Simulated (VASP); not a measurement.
Wanted: the native input for a VASP 6.6.1 run.

```yaml
Task: single point
Functional: LDA
Potentials_or_basis: VASP PAW LDA potentials, release 64 (Nb_sv, H)
Cutoff: 520 eV
k_mesh: 15 × 15 × 15
Occupations: fermi-dirac, width 0.03 eV
Spin: no spin polarisation
Dipole_correction: no
Further_INCAR_settings: ALGO = Normal; EDIFF = 1e-07; NBANDS = 14
```

The structure of NbH2 lies in POSCAR:

```
NbH2
1.0
    0.0000000000      2.3115231798      2.3115231798
    2.3115231798      0.0000000000      2.3115231798
    2.3115231798      2.3115231798      0.0000000000
Nb H
1 2
Direct
    0.0000000000      0.0000000000      0.0000000000
    0.2500000000      0.2500000000      0.2500000000
    0.7500000000      0.7500000000      0.7500000000
```

This cell differs from its parent crystal: volume scaled by 1.04.

These files were run (other wordings do the same):

INCAR

```
SYSTEM = NbH2
ALGO = Normal
EDIFF = 1E-7
ENCUT = 520
GGA = CA
ISIF = 2
ISMEAR = -1
LASPH = .True.
LCHARG = .False.
LREAL = .False.
LWAVE = .False.
NBANDS = 14
NELM = 80
PREC = Accurate
SIGMA = 0.03
```

KPOINTS

```
k-points
0
Gamma
  15 15 15
  0 0 0
```

Potentials or basis: VASP PAW LDA potentials, release 64 (Nb_sv, H).

Command:

```console
$ cat potpaw_LDA.64/Nb_sv/POTCAR potpaw_LDA.64/H/POTCAR > POTCAR
$ mpirun -np 1 vasp_std > vasp.out
```

It gave:

The pressure is -14.3 GPa.

Wall time 16 s on 1 thread of Intel(R) Xeon(R) Platinum 8488C (Sapphire Rapids), on a shared host, peak memory 0.15 GiB.
